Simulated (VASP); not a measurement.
Here is a VASP 6.6.1 calculation.

INCAR

```
SYSTEM = Ge2H5
  PREC = Accurate
  ENCUT = 520
  EDIFF = 1E-6
  ISMEAR = 0
  SIGMA = 0.05
  LREAL = .False.
  LASPH = .True.
  NELM = 60
  ALGO = Normal
  ISIF = 2
  LWAVE = .False.
  LCHARG = .False.
  GGA = PE
  IBRION = 2
  NSW = 60
  EDIFFG = -0.03
```

Contents of KPOINTS:

```
Automatic mesh
0
Gamma
  1 1 1
  0 0 0
```

File POSCAR:

```
Ge2H5
1.0
   12.7000000000      0.0000000000      0.0000000000
    0.0000000000     13.0000000000      0.0000000000
    0.0000000000      0.0000000000     13.3000000000
Ge H
4 10
Direct
    0.3865930531      0.6107898635      0.6082908441
    0.5000000000      0.5000000000      0.5000000000
    0.6134069469      0.3892101365      0.6082908441
    0.6134069469      0.6107898635      0.3917091559
    0.4566024558      0.6791836647      0.6751419279
    0.3165836503      0.6791836647      0.5414397603
    0.3165836503      0.5423960624      0.6751419279
    0.4299905973      0.4316061989      0.4331489162
    0.5433975442      0.3208163353      0.6751419279
    0.6834163497      0.3208163353      0.5414397603
    0.6834163497      0.4576039376      0.6751419279
    0.5433975442      0.6791836647      0.3248580721
    0.6834163497      0.6791836647      0.4585602397
    0.6834163497      0.5423960624      0.3248580721
```

Potentials or basis: VASP PAW PBE potentials, release 64 (Ge_d, H).

Command:

```sh
$ cat potpaw_PBE.64/Ge_d/POTCAR potpaw_PBE.64/H/POTCAR > POTCAR
$ mpirun -np 1 vasp_gam > vasp.out
```

Q: What does it give for the energy gained by relaxing?

A: 3.5 meV/atom.

Q: Predict the gap between the frontier levels.

A: 5.23 eV.

Step by step:
| step | energy change (eV) | largest force (eV/Å) | pressure (GPa) |
| --- | --- | --- | --- |
| 1 | 0.0000 | 0.6882 | -0.10 |
| 2 | -0.0305 | 0.4330 | -0.11 |
| 3 | -0.0306 | 0.4084 | -0.10 |
| 4 | -0.0427 | 0.1756 | -0.07 |
| 5 | -0.0453 | 0.1077 | -0.04 |
| 6 | -0.0468 | 0.0505 | -0.02 |
| 7 | -0.0469 | 0.0506 | -0.02 |
| 8 | -0.0477 | 0.0502 | -0.02 |
| 9 | -0.0480 | 0.0886 | -0.02 |
| 10 | -0.0484 | 0.0715 | -0.02 |
| 11 | -0.0493 | 0.0373 | -0.02 |
| 12 | -0.0494 | 0.0203 | -0.02 |
